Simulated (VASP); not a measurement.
# B8N7 (a cell with a defect) in VASP: further runs

B8N7 (a cell with a defect) is run at these levels: PBE; tasks: single point.

All numbers are computed with VASP 6.6.1; they aren't measurements. Logs are shortened: lines on timing, memory, paths and dates and some standing lists are left out, and cuts for length are marked.

**1. The cell of the first run**

The cell holds a defect, 15 atoms: a = 4.936 Å, b = 4.936 Å, c = 5.108 Å, α = 104.99°, β = 104.99°, γ = 117.68°.

**2. Single point, PBE**

INCAR

```
SYSTEM = B8N7
PREC     = Accurate       ! precision mode
ENCUT    = 520            ! plane-wave cutoff, eV
EDIFF    = 1E-6           ! SCF threshold, eV
ISMEAR   = 0              ! smearing method
SIGMA    = 0.05           ! smearing width, eV
LREAL    = Auto         
LASPH    = .True.         ! aspherical terms in the spheres
NELM     = 80             ! most SCF steps
ALGO     = Normal         ! electronic algorithm
ISIF     = 2              ! what is computed and relaxed
LWAVE    = .False.        ! write WAVECAR
LCHARG   = .False.        ! write CHGCAR
GGA      = PE             ! functional
NELECT   = 56.0         
NBANDS   = 42             ! bands
```

KPOINTS

```
regular mesh
0
Gamma
  6 6 6
  0 0 0
```

POSCAR

```
B8N7
1.0
   -1.2770455854     -2.2119078376     -4.2240394007
   -1.2770455854     -2.2119078376      4.2240394007
   -2.5540911709      4.4238156750      0.0000000000
B N
8 7
Direct
    0.6667526990      0.6665806343      0.8333333333
    0.6667526990      0.6665806343      0.3333333333
    0.1667526990      0.1665806343      0.8333333333
    0.1667526990      0.1665806343      0.3333333333
    0.0834193657      0.5832473010      0.1666666667
    0.0834193657      0.5832473010      0.6666666667
    0.5834193657      0.0832473010      0.1666666667
    0.5834193657      0.0832473010      0.6666666667
    0.8145220241      0.4396940888      0.5635540282
    0.3540806343      0.9792526990      0.8333333333
    0.3540806343      0.9792526990      0.3333333333
    0.2707473010      0.3959193657      0.1666666667
    0.2707473010      0.3959193657      0.6666666667
    0.7707473010      0.8959193657      0.1666666667
    0.7707473010      0.8959193657      0.6666666667
```

Potentials or basis: VASP PAW PBE potentials, release 64 (B, N).

Launch:

```
$ cat potpaw_PBE.64/B/POTCAR potpaw_PBE.64/N/POTCAR > POTCAR
$ mpirun -np 1 vasp_std > vasp.out
```

OUTCAR:

```text
SYSTEM = B8N7
   PREC = Accurate
   ENCUT = 520
   EDIFF = 1E-6
   ISMEAR = 0
   LREAL = Auto
   LASPH = .True.
   NELM = 80
   ISIF = 2
   GGA = PE
   NELECT = 56.0

 ion  position               nearest neighbor table
   1  0.667  0.667  0.833-  15 1.57  13 1.57  14 1.57
   2  0.667  0.667  0.333-  14 1.57  12 1.57  15 1.57
   3  0.167  0.167  0.833-  13 1.57  15 1.57  12 1.57  10 1.58
   4  0.167  0.167  0.333-  12 1.57  14 1.57  13 1.57  11 1.58
   5  0.083  0.583  0.167-  11 1.57  12 1.58
   6  0.083  0.583  0.667-   9 1.05  10 1.57  13 1.58
   7  0.583  0.083  0.167-  11 1.57  10 1.57  14 1.58   9 1.90
   8  0.583  0.083  0.667-  10 1.57  11 1.57  15 1.58   9 1.90
   9  0.815  0.440  0.564-   6 1.05   7 1.90   8 1.90
  10  0.354  0.979  0.833-   8 1.57   6 1.57   7 1.57   3 1.58
  11  0.354  0.979  0.333-   7 1.57   5 1.57   8 1.57   4 1.58
  12  0.271  0.396  0.167-   4 1.57   2 1.57   3 1.57   5 1.58
  13  0.271  0.396  0.667-   3 1.57   1 1.57   4 1.57   6 1.58
  14  0.771  0.896  0.167-   2 1.57   4 1.57   1 1.57   7 1.58
  15  0.771  0.896  0.667-   1 1.57   3 1.57   2 1.57   8 1.58

  LATTYP: Found a face centered orthorhombic cell.
 ALAT       =     5.1081823418
 B/A-ratio  =     1.6538326622
 C/A-ratio  =     1.7320508075

  Lattice vectors:

 A1 = (  -3.8311367563,   2.2119078374,   4.2240394007)
 A2 = (  -5.1081823417,  -0.0000000002,   0.0000000000)
 A3 = (  -1.2770455854,  -2.2119078376,   4.2240394007)

Analysis of symmetry for initial positions (statically):
=====================================================================
 Subroutine PRICEL returns:
 Original cell was already a primitive cell.

 Routine SETGRP: Setting up the symmetry group for a
 face centered orthorhombic supercell.

 Subroutine GETGRP returns: Found  1 space group operations
 (whereof  1 operations were pure point group operations)
 out of a pool of  8 trial point group operations.

The static configuration has the point symmetry C_1 .

Analysis of symmetry for dynamics (positions and initial velocities):
=====================================================================
 Subroutine PRICEL returns:
 Original cell was already a primitive cell.

 Routine SETGRP: Setting up the symmetry group for a
 face centered orthorhombic supercell.

 Subroutine GETGRP returns: Found  1 space group operations
 (whereof  1 operations were pure point group operations)
 out of a pool of  8 trial point group operations.

The dynamic configuration has the point symmetry C_1 .

 Subroutine INISYM returns: Found  1 space group operations
 (whereof  1 operations are pure point group operations),
 and found     1 'primitive' translations

----------------------------------------------------------------------------------------

                                     Primitive cell

  volume of cell :      95.4534

  direct lattice vectors                    reciprocal lattice vectors
    -1.277045585 -2.211907838 -4.224039401    -0.195764351 -0.113024601 -0.118370108
    -1.277045585 -2.211907838  4.224039401    -0.195764351 -0.113024601  0.118370108
    -2.554091171  4.423815675  0.000000000    -0.195764351  0.113024601  0.000000000

  length of vectors
     4.936181780  4.936181780  5.108182342     0.255166071  0.255166071  0.226049201

  position of ions in fractional coordinates (direct lattice)
     0.666752699  0.666580634  0.833333333
     0.666752699  0.666580634  0.333333333
     0.166752699  0.166580634  0.833333333
     0.166752699  0.166580634  0.333333333
     0.083419366  0.583247301  0.166666667
     0.083419366  0.583247301  0.666666667
     0.583419366  0.083247301  0.166666667
     0.583419366  0.083247301  0.666666667
     0.814522024  0.439694089  0.563554028
     0.354080634  0.979252699  0.833333333
     0.354080634  0.979252699  0.333333333
     0.270747301  0.395919366  0.166666667
     0.270747301  0.395919366  0.666666667
     0.770747301  0.895919366  0.166666667
     0.770747301  0.895919366  0.666666667
[... 26 lines left out ...]

 Generating k-lattice:

  Cartesian coordinates                     Fractional coordinates (reciprocal lattice)
    -0.032627392 -0.018837433 -0.019728351     0.166666667  0.000000000  0.000000000
    -0.032627392 -0.018837433  0.019728351     0.000000000  0.166666667  0.000000000
    -0.032627392  0.018837433  0.000000000     0.000000000  0.000000000  0.166666667

  Length of vectors
     0.042527679  0.042527679  0.037674867

  Shift w.r.t. Gamma in fractional coordinates (k-lattice)
     0.000000000  0.000000000  0.000000000

 Subroutine IBZKPT returns following result:
 ===========================================

 Found    112 irreducible k-points:

 Following reciprocal coordinates:
            Coordinates               Weight
  0.000000  0.000000  0.000000      1.000000
  0.166667  0.000000  0.000000      2.000000
 -0.000000  0.166667 -0.166667      2.000000
  0.000000 -0.166667  0.000000      2.000000
 -0.166667  0.000000  0.166667      2.000000
  0.333333 -0.000000 -0.000000      2.000000
[... 16 lines left out ...]
  0.500000 -0.166667 -0.333333      2.000000
 -0.333333  0.166667  0.000000      2.000000
 [... further k-points ...]
   k-points           NKPTS =    112   k-points in BZ     NKDIM =    112   number of bands    NBANDS=     42
   number of dos      NEDOS =    301   number of ions     NIONS =     15
   total plane-waves  NPLWV =  64000
   dimension x,y,z NGX =    40 NGY =   40 NGZ =   40
   dimension x,y,z NGXF=    80 NGYF=   80 NGZF=   80
   ions per type =               8   7
   NGX,Y,Z   is equivalent  to a cutoff of  13.47, 13.47, 13.02 a.u.
   NGXF,Y,Z  is equivalent  to a cutoff of  26.94, 26.94, 26.04 a.u.
 SYSTEM =  B8N7
   PREC   = accura    normal or accurate (medium, high low for compatibility)
   ISTART =      0    job   : 0-new  1-cont  2-samecut
   ICHARG =      2    charge: 1-file 2-atom 10-const
   ISPIN  =      1    spin polarized calculation?
   LNONCOLLINEAR =      F non collinear calculations
   LSORBIT =      F    spin-orbit coupling
   LASPH  =      T    aspherical Exc in radial PAW
   ENCUT  =  520.0 eV  38.22 Ry    6.18 a.u.   9.18  9.18  9.50*2*pi/ulx,y,z
   NELM   =     80;   NELMIN=  2; NELMDL= -5     # of ELM steps
   EDIFF  = 0.1E-05   stopping-criterion for ELM
   LREAL  =      T    real-space projection
   EDIFFG = 0.1E-04   stopping-criterion for IOM
   NSW    =      0    number of steps for IOM
   IBRION =     -1    ionic relax: 0-MD 1-quasi-New 2-CG
   NFREE  =      0    steps in history (QN), initial steepest desc. (CG)
   ISIF   =      2    stress and relaxation
   ISYM   =      2    0-nonsym 1-usesym 2-fastsym
   POTIM  = 0.5000    time-step for ionic-motion
   TEBEG  =    0.0;   TEEND  =   0.0 temperature during run
   PSTRESS=    0.0 pullay stress
   NELECT =      56.0000    total number of electrons
   NUPDOWN=      -1.0000    fix difference up-down
   EMIN   =  10.00;   EMAX   =-10.00  energy-range for DOS
   EFERMI =   0.00;   METHOD = LEGACY
   ISMEAR =     0;   SIGMA  =   0.05  broadening in eV -4-tet -1-fermi 0-gaus
   EFERMI_NEDOS =   21; number of points for ismear=-14 and -15
   IALGO  =     38    algorithm
   IMIX   =      4    mixing-type and parameters
     AMIX     =   0.40;   BMIX     =  1.00
     AMIX_MAG =   1.60;   BMIX_MAG =  1.00
  volume/ion in A,a.u.               =       6.36        42.94
  Fermi-wavevector in a.u.,A,eV,Ry     =   1.370483  2.589838 25.554792  1.878224
  Thomas-Fermi vector in A             =   2.496265
   LORBIT       =      0    0 simple, 1 ext, 2 COOP (PROOUT), +10 PAW based schemes
   GGA     = PE    functional components
   LHFCALC =     F    Hartree Fock is set to
   AEXX    =    0.0000 exact exchange contribution
   IVDW    =     0    specifies the selected vdW correction
   LEPSILON=     F    determine dielectric tensor
   LRPA    =     F    only Hartree local field effects (RPA)
 non-spin polarized calculation
 Gauss-broadening in eV      SIGMA  =   0.05
  energy-cutoff  :      520.00
  volume of cell :       95.45
 maximum number of plane-waves:      2616
 NGX is ok and might be reduce to    40
   NGX = 19   NGY = 19   NGZ = 19

 number of electron      56.0000003 magnetization

 Free energy of the ion-electron system (eV)
  ---------------------------------------------------
  ext. energy  EPLUGINS =         0.00000000
  ---------------------------------------------------
  free energy    TOTEN  =      -135.07828710 eV

  energy without entropy =     -135.07467959  energy(sigma->0) =     -135.07648335

 E-fermi :   6.1992     XC(G=0): -12.1398

 val. band max:        6.1971118334   @ k =   0.5000  -0.0000   0.1667
 cond. band min:       6.2099775557   @ k =   0.3333   0.1667   0.1667
 fundamental gap:      0.0128657223
 Fermi energy:         6.1991514592

 k-point     1 :       0.0000    0.0000    0.0000
  band No.  band energies     occupation
      1     -13.0760      2.00000
      2     -10.2275      2.00000
      3      -9.2854      2.00000
      4      -9.0980      2.00000
      5      -8.5132      2.00000
      6      -8.1247      2.00000
[... 1021 lines left out ...]
     39      15.8420      0.00000
     40      15.8573      0.00000

 [... further k-points ...]

 [bands above 40 left out]

------------------------ aborting loop because EDIFF is reached ----------------------------------------

  FORCE on cell =-STRESS in cart. coord.  units (eV):
  Direction    XX          YY          ZZ          XY          YZ          ZX
  --------------------------------------------------------------------------------------
  -------------------------------------------------------------------------------------
  Total       -8.4683881    -26.6412941    -26.4440377     16.1886697      9.3599722     16.2237573
  in kB     -142.1411951   -447.1719200   -443.8609872    271.7254830    157.1063597    272.3144260
  external PRESSURE =    -344.3913674 kB  Pullay stress =       0.0000000 kB

 VOLUME and BASIS-vectors are now :
 -----------------------------------------------------------------------------
  energy-cutoff  :      520.00
  volume of cell :       95.45
      direct lattice vectors                 reciprocal lattice vectors
    -1.277045585 -2.211907838 -4.224039401    -0.195764351 -0.113024601 -0.118370108
    -1.277045585 -2.211907838  4.224039401    -0.195764351 -0.113024601  0.118370108
    -2.554091171  4.423815675  0.000000000    -0.195764351  0.113024601  0.000000000

 POSITION                                       TOTAL-FORCE (eV/Angst)
 -----------------------------------------------------------------------------------
     -3.83114      0.73730     -0.00073         1.213638     -1.074200      3.975197
     -2.55409     -1.47461     -0.00073        -1.153918      1.234668      3.975185
     -2.55409      2.94921     -0.00073         0.670830     -0.074176      0.629961
     -1.27705      0.73730     -0.00073        -0.228577      0.367724      0.490318
     -1.27705     -0.73730      2.11129        -2.904129     -1.734566     -3.826733
     -2.55409      1.47461      2.11129       -29.135951    -16.763759    -22.182059
     -1.27705     -0.73730     -2.11275         1.937721      2.263190     -1.455531
     -2.55409      1.47461     -2.11275         2.565990      0.574548     -1.858599
     -3.04106     -0.28115     -1.58329        27.123661     15.393588     19.764209
     -3.83114      0.73730      2.64075        -2.960981     -1.653128      1.116235
     -2.55409     -1.47461      2.64075         4.222686      2.299420      1.185926
     -1.27705     -0.73730      0.52873         0.660871      0.330826      1.438668
     -2.55409      1.47461      0.52873        -1.012487     -0.513277     -1.568140
     -2.55409     -2.94921      0.52873        -0.207123     -0.113893     -2.322755
     -3.83114     -0.73730      0.52873        -0.792230     -0.536967      0.638118
 -----------------------------------------------------------------------------------
    total drift:                               -0.001392      0.000886      0.004099

  FREE ENERGIE OF THE ION-ELECTRON SYSTEM (eV)
  ---------------------------------------------------
  free  energy   TOTEN  =      -135.0782871034 eV

  energy  without entropy=     -135.0746795893  energy(sigma->0) =     -135.07648335
```

Run time: 25 min. Hardware: 1 thread of Intel Xeon 8259CL, shared host; peak memory 0.43 GiB.

Results:

| Item | Value |
| --- | --- |
| Free energy | -135.0783 eV |
| Largest force | 40.274 eV/Å |

Forces on the atoms (eV/Å):
```
B     1.214  -1.074   3.975
B    -1.154   1.235   3.975
B     0.671  -0.074   0.630
B    -0.229   0.368   0.490
B    -2.904  -1.735  -3.827
B   -29.136 -16.764 -22.182
B     1.938   2.263  -1.456
B     2.566   0.575  -1.859
N    27.124  15.394  19.764
N    -2.961  -1.653   1.116
N     4.223   2.299   1.186
N     0.661   0.331   1.439
N    -1.012  -0.513  -1.568
N    -0.207  -0.114  -2.323
N    -0.792  -0.537   0.638
```

Caveat: the cell carries a net charge on a neutralising background, which shifts energy and pressure; the cell differs from its parent crystal (atoms taken out, atom 9 moved 0.500 of the way to it and +0.175 Å across, host rigid); the cell is charged against a uniform background, so pressure and absolute levels hang on convention; atoms lie so close that the PAW spheres overlap strongly, which falsifies energies and pressures.

**3. Single point, PBE**

INCAR

```
SYSTEM = B8N7
ALGO = Normal
EDIFF = 1E-6
ENCUT = 520
GGA = PE
ISIF = 2
ISMEAR = 0
LASPH = .TRUE.
LCHARG = .FALSE.
LREAL = Auto
LWAVE = .FALSE.
NBANDS = 42
NELECT = 56.0
NELM = 100
PREC = Accurate
SIGMA = 0.05
```

KPOINTS

```
k-points
0
G
  6 6 6
  0 0 0
```

Edit POSCAR of step 2 so:

```diff
@@ -16,3 +16,3 @@
     0.5834193657      0.0832473010      0.6666666667
-    0.8145220241      0.4396940888      0.5635540282
+    0.7354048037      0.3605768683      0.2739954180
     0.3540806343      0.9792526990      0.8333333333
```

Potentials or basis: VASP PAW PBE potentials, release 64 (B, N).

Launch:

```
$ cat potpaw_PBE.64/B/POTCAR potpaw_PBE.64/N/POTCAR > POTCAR
$ mpirun -np 1 vasp_std > vasp.out
```

Run time: 27 min. Hardware: 1 thread of Intel Xeon 8259CL, shared host; peak memory 0.43 GiB.

Results (log left out):

| Quantity | Value |
| --- | --- |
| Free energy | -137.4881 eV |
| Largest force | 40.996 eV/Å |

Forces in eV/Å, atoms in the order of the input:
```
B    -0.318   0.108   3.819
B     1.066   0.355   0.495
B    -0.008   0.014  -0.042
B     0.100  -0.009   0.205
B    -1.677   0.839  -2.000
B    -0.176  -1.863  -2.022
B    24.995  14.312 -15.968
B     2.741   1.782  -1.656
N   -32.579 -18.596  16.536
N     2.962  -0.393   1.026
N     1.232   2.693   0.998
N     1.247   0.377   2.325
N    -0.143   0.189   0.286
N     0.909   0.175  -3.055
N    -0.350   0.017  -0.946
```

Levels at points of the mesh, in eV from the Fermi level:
| k point | band 24 | band 25 | band 26 | band 27 | band 28 | band 29 | band 30 | band 31 | band 32 | band 33 |
| --- | --- | --- | --- | --- | --- | --- | --- | --- | --- | --- |
| (0.00, 0.00, 0.00) | -1.86 | -0.97 | -0.31 | -0.02 | 0.48 | 0.68 | 4.98 | 5.33 | 6.09 | 7.15 |
| (0.50, 0.00, 0.00) | -1.95 | -1.34 | -0.96 | -0.75 | -0.33 | 0.18 | 3.34 | 5.00 | 5.29 | 7.40 |
| (0.00, 0.50, 0.50) | -1.90 | -1.40 | -1.14 | -0.68 | -0.45 | 0.63 | 3.37 | 5.09 | 5.54 | 6.47 |
| (0.00, 0.50, 0.00) | -1.92 | -1.35 | -0.99 | -0.61 | -0.32 | 0.15 | 3.47 | 4.73 | 5.31 | 7.94 |
| (0.50, 0.00, 0.50) | -1.80 | -1.54 | -1.15 | -0.99 | 0.11 | 0.22 | 3.66 | 5.09 | 5.71 | 6.43 |
| (0.50, 0.50, 0.00) | -1.58 | -1.13 | -0.66 | -0.02 | 0.17 | 0.20 | 3.73 | 5.25 | 5.77 | 6.62 |
| (0.00, 0.00, 0.50) | -1.67 | -1.14 | -1.08 | -0.74 | -0.07 | 0.71 | 3.60 | 5.70 | 5.95 | 6.58 |
| (0.50, 0.50, 0.50) | -2.57 | -1.68 | -1.30 | -1.14 | -0.85 | 0.45 | 3.52 | 4.09 | 5.37 | 6.29 |

Caveat: the cell carries a net charge on a neutralising background, which shifts energy and pressure; the cell differs from its parent crystal (atoms taken out, atom 9 moved 0.000 of the way to it and +0.525 Å across, host rigid); the cell is charged against a uniform background, so pressure and absolute levels hang on convention.

[end of part 1 of 2]
